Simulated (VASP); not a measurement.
Wanted: the native input for a VASP 6.6.1 run.

* Task: single point
* Functional: PBE
* Dispersion: D3(BJ)
* Potentials or basis: VASP PAW PBE potentials, release 64 (H, Ge_d)
* Cutoff: 520 eV
* k mesh: 1 × 1 × 1
* Occupations: fermi-dirac, width 0.02 eV
* Spin: no spin polarisation
* Dipole correction: no
* Further INCAR settings: LREAL = Auto; ALGO = Normal; EDIFF = 1e-06; NBANDS = 166

The structure of Ge2H lies in POSCAR:

```
Ge2H
1.0
    8.0044490000      0.0000000000      0.0000000000
    0.0000000000      8.0044490000      0.0000000000
    0.0000000000      0.0000000000     20.5975550000
H Ge
10 20
Direct
    0.4080121000      0.0000000000      0.0485495000
    0.0919879000      0.0000000000      0.0485495000
    0.9080121000      0.0000000000      0.0485495000
    0.5919879000      0.0000000000      0.0485495000
    0.4080121000      0.5000000000      0.0485495000
    0.0919879000      0.5000000000      0.0485495000
    0.9080121000      0.5000000000      0.0485495000
    0.5919879000      0.5000000000      0.0485495000
    0.2500000000      0.5006041245      0.4232805319
    0.7500000000      0.5006041245      0.4232805319
    0.2500000000      0.0000000000      0.0919697000
    0.7500000000      0.0000000000      0.0919697000
    0.2500000000      0.5000000000      0.0919697000
    0.7500000000      0.5000000000      0.0919697000
    0.2500000000      0.2495949654      0.1563210496
    0.7500000000      0.2495949654      0.1563210496
    0.2500000000      0.7501596162      0.1619623543
    0.7500000000      0.7501596162      0.1619623543
    0.0000000000      0.2525759583      0.2212298858
    0.5000000000      0.2525759583      0.2212298858
    0.0000000000      0.7469739634      0.2318875811
    0.5000000000      0.7469739634      0.2318875811
    0.0000000000      0.0095625264      0.2897549239
    0.5000000000      0.0095625264      0.2897549239
    0.0000000000      0.4883991983      0.2967588832
    0.5000000000      0.4883991983      0.2967588832
    0.2500000000      0.0875418112      0.3847426099
    0.7500000000      0.0875418112      0.3847426099
    0.2500000000      0.4038698416      0.3575445024
    0.7500000000      0.4038698416      0.3575445024
```

One way to write it, as run:

INCAR

```
PREC = Accurate
ENCUT = 520
EDIFF = 1E-6
ISMEAR = -1
SIGMA = 0.02
LREAL = Auto
LASPH = T
NELM = 80
ALGO = Normal
ISIF = 2
LWAVE = F
LCHARG = T
GGA = PE
IVDW = 12
LELF = T
LVHAR = T
NBANDS = 166
```

KPOINTS

```
Automatic mesh
0
Gamma
  1 1 1
```

Potentials or basis: VASP PAW PBE potentials, release 64 (H, Ge_d).

Launch:

```console
$ cat potpaw_PBE.64/H/POTCAR potpaw_PBE.64/Ge_d/POTCAR > POTCAR
$ mpirun -np 1 vasp_gam > vasp.out
```

Results of the run:

```json
{
  "Largest force": "0.677 eV/Å",
  "Dispersion energy per atom": "-0.159 eV"
}
```

Caveat: the k points lie up to 0.78 Å⁻¹ apart; there is no dipole correction, which matters where the two faces differ.

Run time: 9.1 min on 1 thread of Intel(R) Xeon(R) Platinum 8488C (Sapphire Rapids), with other jobs on the host, peak memory 0.95 GiB.
